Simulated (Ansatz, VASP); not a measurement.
**One calculation of Na, two programs**

The input INCAR:

```
  ALGO = Normal
  EDIFF = 1E-6
  ENCUT = 520
  GGA = RE
  ISIF = 2
  ISMEAR = -1
  LASPH = True
  LCHARG = True
  LELF = True
  LREAL = False
  LVHAR = True
  LWAVE = False
  NBANDS = 22
  NELM = 100
  PREC = Accurate
  SIGMA = 0.1
```

KPOINTS

```
k-points
0
Gamma
  11 11 3
```

POSCAR

```
Na
1.0
    3.9726926343      0.0000000000      0.0000000000
   -1.9863463171      3.4404527427      0.0000000000
    0.0000000000      0.0000000000     12.9159551658
Na
4
Direct
    1.0000000000      1.0000000000      0.0000000000
    1.0000000000      1.0000000000      0.5000000000
    0.3333333333      0.6666666667      0.2500000000
    0.6666666667      0.3333333333      0.7500000000
```

Input for Ansatz:

```yaml
crystal:
  lattice:
    - [3.9726926343, 0.0, 0.0]
    - [-1.9863463171, 3.4404527427, 0.0]
    - [0.0, 0.0, 12.9159551658]
  atoms:
    - { symbol: Na, position: [1.0, 1.0, 0.0] }
    - { symbol: Na, position: [1.0, 1.0, 0.5] }
    - { symbol: Na, position: [0.3333333333, 0.6666666667, 0.25] }
    - { symbol: Na, position: [0.6666666667, 0.3333333333, 0.75] }
hamiltonian:
  xc: revpbe
  pseudopotentials:
    kind: paw
    azcp:
      Na: "pseudopotentials/Na.paw.azcp"
basis:
  ecutwfc: 420
  fft_grid_basis: typed
kpoints:
  mp_grid: { grid: [11, 11, 3], shift: [0, 0, 0] }
magnetization:
  spin_polarized: false
scf:
  occupations: { method: fermi_dirac, width: 0.1 }
  lower_state_search: "off"
output:
  stress: true
  write_density: true
  write_potential: true
  elf: true
  volumetric_format: npy
```

Alike in both runs: task single point; functional revPBE; k mesh 11 × 11 × 3; occupations fermi-dirac, width 0.1 eV; no spin polarisation.

|  | VASP | Ansatz |
| --- | --- | --- |
| version | VASP 6.6.1 | Ansatz 0.2.0 |
| potentials or method | VASP PAW PBE potentials, release 64 (Na_pv), cutoff 520 eV | plane waves (420 eV) with PAW, scalar-relativistic |
| valence electrons in the cell | 28 | 36 |

```csv
,VASP,Ansatz,Ansatz less VASP
pressure (GPa),-0.6,-0.6,+0.01
"traceless stress, the component that is largest in VASP (GPa)",0.09,0.09,-0.001
```

VASP's potentials were made for PBE, not for revPBE. The functional is the same, so the differences come from potentials, cutoffs and numerics. VASP's potentials hold 28 valence electrons a cell and Ansatz's 36, so a difference there can come from the potentials and not from the codes.
